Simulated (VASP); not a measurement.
A run of VASP 6.6.1 is set up as follows.

INCAR

```
ALGO     = Normal         # electronic algorithm
EDIFF    = 1E-7           # SCF threshold, eV
ENCUT    = 520            # plane-wave cutoff, eV
GGA      = PE             # functional
ISIF     = 2              # what is computed and relaxed
ISMEAR   = -1             # smearing method
LASPH    = T              # aspherical terms in the spheres
LCHARG   = F              # write CHGCAR
LREAL    = F              # projectors in reciprocal space
LWAVE    = F              # write WAVECAR
NBANDS   = 8              # bands
NELM     = 60             # most SCF steps
PREC     = Accurate       # precision mode
SIGMA    = 0.1            # smearing width, eV
```

File KPOINTS:

```
k-points
0
Gamma
  21 21 21
```

File POSCAR:

```
C
1.0
   -1.2328830329      1.2328830329      1.2328830329
    1.2328830329     -1.2328830329      1.2328830329
    1.2328830329      1.2328830329     -1.2328830329
C
1
Direct
    0.0000000000      0.0000000000      0.0000000000
```

Potentials or basis: VASP PAW PBE potentials, release 64 (C).

The run is started by

```sh
$ cat potpaw_PBE.64/C/POTCAR > POTCAR
$ mpirun -np 1 vasp_std > vasp.out
```

Question: Estimate the pressure.

Answer: -16.1 GPa.

Question: What does it give for the band gap on the k mesh?

Answer: Zero (band 2 reaches 15.03 eV, above the bottom of band 3 at 2.65 eV).
